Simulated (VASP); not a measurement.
Wanted: the native input for a VASP 6.6.1 run.

```yaml
Task: single point
Functional: PBE
Potentials_or_basis: VASP PAW PBE potentials, release 64 (Si)
Cutoff: 520 eV
k_mesh: 11 × 11 × 11
Occupations: fermi-dirac, width 0.08 eV
Spin: no spin polarisation
Dipole_correction: no
Further_INCAR_settings: ALGO = Normal; EDIFF = 1e-07; NBANDS = 11
```

The structure of Si lies in POSCAR:

```
Si
1.0
    0.0000000000      2.7423575902      2.7423575902
    2.7423575902      0.0000000000      2.7423575902
    2.7423575902      2.7423575902      0.0000000000
Si
2
Direct
    0.5000000000      0.5000000000      0.5000000000
    0.7500000000      0.7500000000      0.7500000000
```

This cell differs from its parent crystal: volume scaled by 1.03.

These files were run (other wordings do the same):

INCAR

```
SYSTEM = Si
PREC = Accurate
ENCUT = 520
EDIFF = 1E-7
ISMEAR = -1
SIGMA = 0.08
LREAL = .FALSE.
LASPH = .TRUE.
NELM = 100
ALGO = Normal
ISIF = 2
LWAVE = .FALSE.
LCHARG = .FALSE.
GGA = PE
NBANDS = 11
```

KPOINTS

```
Automatic mesh
0
G
  11 11 11
  0 0 0
```

Potentials or basis: VASP PAW PBE potentials, release 64 (Si).

Run with:

```bash
$ cat potpaw_PBE.64/Si/POTCAR > POTCAR
$ mpirun -np 1 vasp_std > vasp.out
```

Results of the run:

| Quantity | Value |
| --- | --- |
| Pressure | -0.8 GPa |
| Band gap on the k mesh | 0.65 eV, indirect (least direct gap 2.55 eV) |

Wall time 28 s on 1 thread of Intel(R) Xeon(R) 6975P-C (Granite Rapids), with other jobs on the host, peak memory 0.16 GiB.
